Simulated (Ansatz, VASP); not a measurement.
# BN: VASP beside Ansatz

POSCAR

```
BN
1.0
    0.0000000000      1.8048042025      1.8048042025
    1.8048042025      0.0000000000      1.8048042025
    1.8048042025      1.8048042025      0.0000000000
B N
1 1
Direct
    0.0000000000      0.0000000000      0.0000000000
    0.7500000000      0.7500000000      0.7500000000
```

File INCAR.step1:

```
SYSTEM = BN
PREC = Accurate
ENCUT = 1460
ISMEAR = 0
SIGMA = 0.05
LREAL = .FALSE.
LASPH = .TRUE.
NELM = 120
NBANDS = 11
GGA = PE
ALGO = Normal
EDIFF = 1E-5
LWAVE = .TRUE.
LCHARG = .FALSE.
GGA_COMPAT = .FALSE.
```

INCAR.step2

```
SYSTEM = BN
PREC = Accurate
ENCUT = 1460
EDIFF = 1E-6
ISMEAR = 0
SIGMA = 0.05
LREAL = .FALSE.
LASPH = .TRUE.
NELM = 120
ALGO = Normal
ISIF = 2
LWAVE = .FALSE.
LCHARG = .FALSE.
METAGGA = R2SCAN
LMIXTAU = .TRUE.
NBANDS = 11
ISTART = 1
GGA_COMPAT = .FALSE.
```

File KPOINTS:

```
Automatic mesh
0
G
  12 12 12
  0 0 0
```

Input for Ansatz:

```yaml
crystal:
  lattice:
    - [0.0, 1.8048042025, 1.8048042025]
    - [1.8048042025, 0.0, 1.8048042025]
    - [1.8048042025, 1.8048042025, 0.0]
  atoms:
    - { symbol: B, position: [0.0, 0.0, 0.0] }
    - { symbol: "N", position: [0.75, 0.75, 0.75] }
basis:
  ecutwfc: 500
  ecutrho_ratio: 4
kpoints:
  mp_grid: { grid: [12, 12, 12] }
hamiltonian:
  xc: r2scan
scf:
  occupations: { method: gaussian, width: 0.05 }
  mixing: { algorithm: broyden, beta: 0.7, ndim: 4 }
output:
  forces: true
  stress: true
  write_density: true
  write_potential: true
  elf: true
  volumetric_format: npy
```

Alike in both runs: task single point; functional r2SCAN; k mesh 12 × 12 × 12; occupations gaussian, width 0.05 eV; no spin polarisation.

```csv
,VASP,Ansatz
version,VASP 6.6.1,Ansatz 0.2.0
potentials or method,"VASP PAW PBE potentials, release 64 (B_h, N_h), cutoff 1460 eV","scalar-relativistic, plane waves, PAW"
valence electrons in the cell,8,8
```

|  | VASP | Ansatz | Ansatz less VASP |
| --- | --- | --- | --- |
| gap on the k mesh at the Fermi level (eV) | 5.00 | 5.00 | +0.005 |
| pressure (GPa) | -0.4 | 0.0 | +0.47 |

VASP's potentials were made for PBE, not for r2SCAN.
